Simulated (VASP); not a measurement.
Here is a VASP 6.6.1 calculation.

File POSCAR:

```
SnSe
1.0
    0.0000000000      3.3645263743      3.3645263743
    3.3645263743      0.0000000000      3.3645263743
    3.3645263743      3.3645263743      0.0000000000
Sn Se
1 1
Direct
    0.0000000000      0.0000000000      0.0000000000
    0.7500000000      0.7500000000      0.7500000000
```

INCAR.step1

```
SYSTEM = SnSe
PREC = Accurate ; ENCUT = 550
ISMEAR = 0 ; SIGMA = 0.01
LREAL = .FALSE. ; LASPH = .TRUE.
NELM = 120 ; GGA = PE
ALGO = Normal ; EDIFF = 1E-5
LWAVE = .TRUE. ; LCHARG = .FALSE.
GGA_COMPAT = .FALSE. ; IBRION = 2
ISIF = 3 ; EDIFFG = -0.005
NELMIN = 4 ; NSW = 100
```

Contents of INCAR.step2:

```
SYSTEM = SnSe
PREC = Accurate ; ENCUT = 550
EDIFF = 1E-7 ; ISMEAR = 0
SIGMA = 0.01 ; LREAL = .FALSE.
LASPH = .TRUE. ; NELM = 120
ALGO = Normal ; ISIF = 3
LWAVE = .FALSE. ; LCHARG = .FALSE.
METAGGA = R2SCAN ; LMIXTAU = .TRUE.
IBRION = 2 ; NSW = 80
EDIFFG = -0.01 ; ISTART = 1
GGA_COMPAT = .FALSE. ; NELMIN = 4
```

KPOINTS

```
Automatic mesh
0
G
  10 10 10
  0 0 0
```

Potentials or basis: VASP PAW PBE potentials, release 64 (Sn_d, Se).

Command:

```console
$ cat potpaw_PBE.64/Sn_d/POTCAR potpaw_PBE.64/Se/POTCAR > POTCAR
$ cp INCAR.step1 INCAR
$ mpirun -np 1 vasp_std > vasp.out
$ cp INCAR.step2 INCAR
$ mpirun -np 1 vasp_std > vasp.out
```

(1) Predict the band gap on the k mesh.

Answers

(1) 0.12 eV (least direct gap 0.74 eV).

Caveat: the relaxation stopped at its first step, so nothing moved; semilocal functionals underestimate gaps, and a narrow one can read as zero; spin-orbit coupling is left out, which moves the levels of the heavy elements.
